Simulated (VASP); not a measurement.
# Al3N in VASP: further runs

Al3N is run at these levels: PBE; tasks: relaxation of the atoms.

Everything below comes from runs of VASP 6.6.1. Logs are shortened: lines on timing, memory, paths and dates and some standing lists are left out, and cuts for length are marked.

## Step 1: The cell of the first run

The cell holds a slab with vacuum, 4 atoms: a = 2.857 Å, b = 2.857 Å, c = 20.102 Å, α = 90.00°, β = 90.00°, γ = 120.00°.

## Step 2: Relaxation of the atoms, PBE

INCAR reads:

```
SYSTEM = Al3N
PREC     = Accurate       ! precision mode
ENCUT    = 520            ! plane-wave cutoff, eV
EDIFF    = 1E-6           ! SCF threshold, eV
ISMEAR   = 0              ! smearing method
SIGMA    = 0.1            ! smearing width, eV
LREAL    = .FALSE.        ! projectors in reciprocal space
LASPH    = .TRUE.         ! aspherical terms in the spheres
NELM     = 60             ! most SCF steps
ALGO     = Normal         ! electronic algorithm
ISIF     = 2              ! what is computed and relaxed
LWAVE    = .FALSE.        ! write WAVECAR
LCHARG   = .FALSE.        ! write CHGCAR
LDIPOL   = .TRUE.       
IDIPOL   = 3            
DIPOL    = 0.5 0.5 0.358
GGA      = PE             ! functional
IBRION   = 2              ! ionic algorithm
NSW      = 36             ! ionic steps
EDIFFG   = -0.025         ! ionic threshold
```

KPOINTS reads:

```
regular mesh
0
G
  9 9 1
  0 0 0
```

POSCAR reads:

```
Al3N
1.0
    2.8571514048      0.0000000000      0.0000000000
   -1.4285757024      2.4743656990      0.0000000000
    0.0000000000      0.0000000000     20.1016425018
Al N
3 1
Selective dynamics
Direct
    0.6666666667      0.3333333333      0.1989887145  F F F
    0.3333333333      0.6666666667      0.3134533094  F F F
    0.0000000000      0.0000000000      0.4279074459  F F F
    0.1666666667      0.6666666667      0.4897198159  F F T
```

Potentials or basis: VASP PAW PBE potentials, release 64 (Al, N).

Launch:

```console
> cat potpaw_PBE.64/Al/POTCAR potpaw_PBE.64/N/POTCAR > POTCAR
> mpirun -np 1 vasp_std > vasp.out
```

OUTCAR:

```text
SYSTEM = Al3N
   PREC = Accurate
   ENCUT = 520
   EDIFF = 1E-6
   ISMEAR = 0
   LREAL = .FALSE.
   LASPH = .TRUE.
   NELM = 60
   ISIF = 2
   GGA = PE
   IBRION = 2
   NSW = 36
   EDIFFG = -0.025

 ion  position               nearest neighbor table
   1  0.667  0.333  0.199-   2 2.83   2 2.83   2 2.83
   2  0.333  0.667  0.313-   3 2.83   3 2.83   3 2.83   1 2.83   1 2.83   1 2.83
   3  0.000  0.000  0.428-   4 1.77   4 2.12   4 2.42   2 2.83   2 2.83   2 2.83
   4  0.167  0.667  0.490-   3 1.77   3 2.12   3 2.42

  LATTYP: Found a hexagonal cell.
 ALAT       =     2.8571514048
 C/A-ratio  =     7.0355538275

  Lattice vectors:

 A1 = (   2.8571514048,   0.0000000000,   0.0000000000)
 A2 = (  -1.4285757024,   2.4743656990,   0.0000000000)
 A3 = (   0.0000000000,   0.0000000000,  20.1016425018)

Analysis of symmetry for initial positions (statically):
=====================================================================
 Subroutine PRICEL returns:
 Original cell was already a primitive cell.

 Routine SETGRP: Setting up the symmetry group for a
 hexagonal supercell.

 Subroutine GETGRP returns: Found  1 space group operations
 (whereof  1 operations were pure point group operations)
 out of a pool of 24 trial point group operations.

The static configuration has the point symmetry C_1 .

Analysis of symmetry for dynamics (positions and initial velocities):
=====================================================================
 Subroutine PRICEL returns:
 Original cell was already a primitive cell.

 Routine SETGRP: Setting up the symmetry group for a
 hexagonal supercell.

 Subroutine GETGRP returns: Found  1 space group operations
 (whereof  1 operations were pure point group operations)
 out of a pool of 24 trial point group operations.

The dynamic configuration has the point symmetry C_1 .

Analysis of constrained symmetry for selective dynamics:
=====================================================================
 Subroutine PRICEL returns:
 Original cell was already a primitive cell.

 Routine SETGRP: Setting up the symmetry group for a
 hexagonal supercell.

 Subroutine GETGRP returns: Found  1 space group operations
 (whereof  1 operations were pure point group operations)
 out of a pool of 24 trial point group operations.

The constrained configuration has the point symmetry C_1 .

 Subroutine INISYM returns: Found  1 space group operations
 (whereof  1 operations are pure point group operations),
 and found     1 'primitive' translations

----------------------------------------------------------------------------------------

                                     Primitive cell

  volume of cell :     142.1113

  direct lattice vectors                    reciprocal lattice vectors
     2.857151405  0.000000000  0.000000000     0.349998953  0.202071990  0.000000000
    -1.428575702  2.474365699  0.000000000     0.000000000  0.404143979  0.000000000
     0.000000000  0.000000000 20.101642502     0.000000000  0.000000000  0.049747179

  length of vectors
     2.857151405  2.857151405 20.101642502     0.404143979  0.404143979  0.049747179

  position of ions in fractional coordinates (direct lattice)
     0.666666667  0.333333333  0.198988714
     0.333333333  0.666666667  0.313453309
     0.000000000  0.000000000  0.427907446
     0.166666667  0.666666667  0.489719816

  ion indices of the primitive-cell ions
   primitive index   ion index
                 1           1
                 2           2
                 3           3
                 4           4

----------------------------------------------------------------------------------------

 KPOINTS: regular mesh

Automatic generation of k-mesh.
 Grid dimensions read from file:
 generate k-points for:    9    9    1

 Generating k-lattice:

  Cartesian coordinates                     Fractional coordinates (reciprocal lattice)
     0.038888773  0.022452443  0.000000000     0.111111111  0.000000000  0.000000000
     0.000000000  0.044904887  0.000000000     0.000000000  0.111111111  0.000000000
     0.000000000  0.000000000  0.049747179     0.000000000  0.000000000  1.000000000

  Length of vectors
     0.044904887  0.044904887  0.049747179

  Shift w.r.t. Gamma in fractional coordinates (k-lattice)
     0.000000000  0.000000000  0.000000000

 Subroutine IBZKPT returns following result:
 ===========================================

 Found     41 irreducible k-points:

 Following reciprocal coordinates:
            Coordinates               Weight
  0.000000  0.000000  0.000000      1.000000
  0.111111 -0.000000  0.000000      2.000000
  0.000000  0.111111  0.000000      2.000000
 -0.111111  0.111111  0.000000      2.000000
  0.222222 -0.000000  0.000000      2.000000
  0.000000  0.222222  0.000000      2.000000
[... 16 lines left out ...]
  0.333333  0.111111  0.000000      2.000000
 -0.111111  0.444444  0.000000      2.000000
 [... further k-points ...]
   k-points           NKPTS =     41   k-points in BZ     NKDIM =     41   number of bands    NBANDS=     11
   number of dos      NEDOS =    301   number of ions     NIONS =      4
   total plane-waves  NPLWV =  86400
   dimension x,y,z NGX =    24 NGY =   24 NGZ =  150
   dimension x,y,z NGXF=    48 NGYF=   48 NGZF=  300
   ions per type =               3   1
   NGX,Y,Z   is equivalent  to a cutoff of  13.96, 13.96, 12.41 a.u.
   NGXF,Y,Z  is equivalent  to a cutoff of  27.93, 27.93, 24.81 a.u.
 SYSTEM =  Al3N
   PREC   = accura    normal or accurate (medium, high low for compatibility)
   ISTART =      0    job   : 0-new  1-cont  2-samecut
   ICHARG =      2    charge: 1-file 2-atom 10-const
   ISPIN  =      1    spin polarized calculation?
   LNONCOLLINEAR =      F non collinear calculations
   LSORBIT =      F    spin-orbit coupling
   LASPH  =      T    aspherical Exc in radial PAW
   ENCUT  =  520.0 eV  38.22 Ry    6.18 a.u.   5.31  5.31 37.38*2*pi/ulx,y,z
   NELM   =     60;   NELMIN=  2; NELMDL= -5     # of ELM steps
   EDIFF  = 0.1E-05   stopping-criterion for ELM
   LREAL  =      F    real-space projection
   EDIFFG = -.3E-01   stopping-criterion for IOM
   NSW    =     36    number of steps for IOM
   IBRION =      2    ionic relax: 0-MD 1-quasi-New 2-CG
   NFREE  =      1    steps in history (QN), initial steepest desc. (CG)
   ISIF   =      2    stress and relaxation
   ISYM   =      2    0-nonsym 1-usesym 2-fastsym
   POTIM  = 0.5000    time-step for ionic-motion
   TEBEG  =    0.0;   TEEND  =   0.0 temperature during run
   PSTRESS=    0.0 pullay stress
   NELECT =      14.0000    total number of electrons
   NUPDOWN=      -1.0000    fix difference up-down
   EMIN   =  10.00;   EMAX   =-10.00  energy-range for DOS
   EFERMI =   0.00;   METHOD = LEGACY
   ISMEAR =     0;   SIGMA  =   0.10  broadening in eV -4-tet -1-fermi 0-gaus
   EFERMI_NEDOS =   21; number of points for ismear=-14 and -15
   IALGO  =     38    algorithm
   IMIX   =      4    mixing-type and parameters
     AMIX     =   0.40;   BMIX     =  1.00
     AMIX_MAG =   1.60;   BMIX_MAG =  1.00
  volume/ion in A,a.u.               =      35.53       239.75
  Fermi-wavevector in a.u.,A,eV,Ry     =   0.756092  1.428807  7.778111  0.571675
  Thomas-Fermi vector in A             =   1.854134
   LORBIT       =      0    0 simple, 1 ext, 2 COOP (PROOUT), +10 PAW based schemes
   GGA     = PE    functional components
   LHFCALC =     F    Hartree Fock is set to
   AEXX    =    0.0000 exact exchange contribution
   IVDW    =     0    specifies the selected vdW correction
   LEPSILON=     F    determine dielectric tensor
   LRPA    =     F    only Hartree local field effects (RPA)
 conjugate gradient relaxation of ions
 non-spin polarized calculation
 Gauss-broadening in eV      SIGMA  =   0.10
  energy-cutoff  :      520.00
  volume of cell :      142.11
 maximum number of plane-waves:      3849
 NGX is ok and might be reduce to    24
   NGX = 11   NGY = 11   NGZ = 75

--------------------------------------- Ionic step        1  -------------------------------------------

 number of electron      13.9999999 magnetization

 Free energy of the ion-electron system (eV)
  ---------------------------------------------------
  ext. energy  EPLUGINS =         0.00000000
  ---------------------------------------------------
  free energy    TOTEN  =       -17.05303026 eV

  energy without entropy =      -17.03207341  energy(sigma->0) =      -17.04255183

------------------------ aborting loop because EDIFF is reached ----------------------------------------

  FORCE on cell =-STRESS in cart. coord.  units (eV):
  Direction    XX          YY          ZZ          XY          YZ          ZX
  --------------------------------------------------------------------------------------
  -------------------------------------------------------------------------------------
  Total        0.8443561      0.4192679     -1.3651055     -1.5526730     -2.1763525      2.3326192
  in kB        9.5193555      4.7268681    -15.3903364    -17.5049914    -24.5364166     26.2981832
  external PRESSURE =      -0.3813709 kB  Pullay stress =       0.0000000 kB
[... 61 lines left out ...]
  energy  without entropy=      -17.1665098445  energy(sigma->0) =      -17.17582401

--------------------------------------- Ionic step        3  -------------------------------------------

 number of electron      13.9999999 magnetization

 dipolmoment           0.000000      0.000000      0.155566 electrons x Angstroem

 Free energy of the ion-electron system (eV)
  ---------------------------------------------------
  ext. energy  EPLUGINS =         0.00000000
  ---------------------------------------------------
  free energy    TOTEN  =       -17.24348141 eV

  energy without entropy =      -17.22623215  energy(sigma->0) =      -17.23485678

 E-fermi :  -0.9481     XC(G=0):  -4.8205

 val. band max:       -0.9509489791   @ k =  -0.4444   0.2222   0.0000
 cond. band min:      -0.8889740158   @ k =   0.2222   0.2222   0.0000
 fundamental gap:      0.0619749633
 Fermi energy:        -0.9481467494

 k-point     1 :       0.0000    0.0000    0.0000
  band No.  band energies     occupation
      1     -15.6961      2.00000
      2     -11.3524      2.00000
      3      -8.9896      2.00000
      4      -5.7800      2.00000
      5      -2.8836      2.00000
      6      -0.8168      0.06324
      7       0.0342      0.00000
      8       0.3227      0.00000
      9       2.7650      0.00000
     10       4.3422      0.00000
     11       5.9603      0.00000
[... 309 lines left out ...]
 k-point    24 :      -0.1111    0.4444    0.0000
  band No.  band energies     occupation
      1     -13.9893      2.00000
      2      -7.6379      2.00000
      3      -5.8190      2.00000
      4      -4.7164      2.00000
      5      -3.0161      2.00000
      6      -2.1579      2.00000
      7      -1.6699      2.00000
      8      -0.6603      0.00005
      9       0.1581      0.00000
     10       2.4576      0.00000
     11       3.0421      0.00000

 [... further k-points ...]

------------------------ aborting loop because EDIFF is reached ----------------------------------------

 vacuum level on the upper side and lower side of the slab       (xc-potential included)         1.740        -2.142

  FORCE on cell =-STRESS in cart. coord.  units (eV):
  Direction    XX          YY          ZZ          XY          YZ          ZX
  --------------------------------------------------------------------------------------
  -------------------------------------------------------------------------------------
  Total        3.2842929      2.7887564      1.5090674     -3.7900041     -3.8286233      4.6573152
  in kB       37.0274472     31.4407195     17.0133774    -42.7288869    -43.1642836     52.5070390
  external PRESSURE =      28.4938480 kB  Pullay stress =       0.0000000 kB

 VOLUME and BASIS-vectors are now :
 -----------------------------------------------------------------------------
  energy-cutoff  :      520.00
  volume of cell :      142.11
      direct lattice vectors                 reciprocal lattice vectors
     2.857151405  0.000000000  0.000000000     0.349998953  0.202071990  0.000000000
    -1.428575702  2.474365699  0.000000000     0.000000000  0.404143979  0.000000000
     0.000000000  0.000000000 20.101642502     0.000000000  0.000000000  0.049747179
[... 10 lines left out ...]
  FREE ENERGIE OF THE ION-ELECTRON SYSTEM (eV)
  ---------------------------------------------------
  free  energy   TOTEN  =       -17.2434814104 eV

  energy  without entropy=      -17.2262321548  energy(sigma->0) =      -17.23485678

 reached required accuracy - stopping structural energy minimisation

 vacuum level on the upper side and lower side of the slab         6.950         2.950
```

Wall time 5.3 min (1 thread of Intel Xeon Platinum 8259CL at 2.50GHz (Skylake/Cascade Lake), shared host); peak memory 0.31 GiB.

Results:

| Item | Value |
| --- | --- |
| Free energy | -17.2435 eV |
| Energy gained by relaxing | 47.6 meV/atom |
| Ionic steps | 3 |
| Band gap on the k mesh | zero (bands 7 and 8 overlap by 1.53 eV) |

Step by step:
| step | energy change (eV) | largest force on free atoms (eV/Å) | pressure (GPa) |
| --- | --- | --- | --- |
| 1 | 0.0000 | 1.8356 | -0.04 |
| 2 | -0.1321 | 1.1108 | 1.18 |
| 3 | -0.1905 | 0.0225 | 2.85 |

Final structure:
```yaml
crystal:
  lattice:
    - [2.85715, 0.00000, 0.00000]
    - [-1.42858, 2.47437, 0.00000]
    - [0.00000, 0.00000, 20.10164]
  atoms:
    - { symbol: Al, position: [0.66667, 0.33333, 0.19899] }
    - { symbol: Al, position: [0.33333, 0.66667, 0.31345] }
    - { symbol: Al, position: [0.00000, 0.00000, 0.42791] }
    - { symbol: N, position: [0.16667, 0.66667, 0.48025] }
```

Levels at points of the mesh, in eV from the Fermi level:
```tsv
k point	band 4	band 5	band 6	band 7	band 8	band 9	band 10	band 11
(0.00, 0.00, 0.00)	-4.83	-1.94	0.13	0.98	1.27	3.71	5.29	6.91
```

## Step 3: Relaxation of the atoms, PBE

INCAR reads:

```
  PREC = Accurate
  ENCUT = 520
  EDIFF = 1E-6
  ISMEAR = 0
  SIGMA = 0.1
  LREAL = False
  LASPH = True
  NELM = 60
  ALGO = Normal
  ISIF = 2
  LWAVE = False
  LCHARG = False
  LDIPOL = True
  IDIPOL = 3
  DIPOL = 0.5 0.5 0.358
  GGA = PE
  IBRION = 2
  NSW = 36
  EDIFFG = -0.025
```

KPOINTS reads:

```
regular mesh
0
Gamma
  9 9 1
```

POSCAR, as its differences from that of step 2:

```diff
@@ -12,2 +12,2 @@
     0.0000000000      0.0000000000      0.4279074459  F F F
-    0.1666666667      0.6666666667      0.4897198159  F F T
+    0.5000000000      0.3333333333      0.4897198159  F F T
```

Potentials or basis: VASP PAW PBE potentials, release 64 (Al, N).

Launch:

```console
> cat potpaw_PBE.64/Al/POTCAR potpaw_PBE.64/N/POTCAR > POTCAR
> mpirun -np 1 vasp_std > vasp.out
```

Wall time 7.5 min (1 thread of Intel Xeon 8259CL, shared host); peak memory 0.32 GiB.

Results (log left out):

- Free energy: -17.2374 eV
- Energy gained by relaxing: 37.0 meV/atom
- Ionic steps: 4
- Band gap on the k mesh: zero (bands 7 and 8 overlap by 1.61 eV)

The path:
```csv
step,energy change (eV),largest force on free atoms (eV/Å),pressure (GPa)
1,0.0000,1.6416,0.03
2,-0.1037,0.9587,1.08
3,-0.1480,0.0712,2.61
4,-0.1482,0.0061,2.49
```

Final structure:
```xyz
4
Lattice="2.8572 0.0000 0.0000 -1.4286 2.4744 0.0000 0.0000 0.0000 20.1016" Properties=species:S:1:pos:R:3 pbc="T T T"
Al    1.4286    0.8248    4.0000
Al    0.0000    1.6496    6.3009
Al    0.0000    0.0000    8.6016
N     0.9524    0.8248    9.6766
```

Levels at points of the mesh, in eV from the Fermi level:
```
           k point  band 5  band 6  band 7  band 8  band 9  band 10
(0.00, 0.00, 0.00)   -1.93    0.21    1.02    1.25    3.68     5.26
```

(Continued in part 2 of 2.)
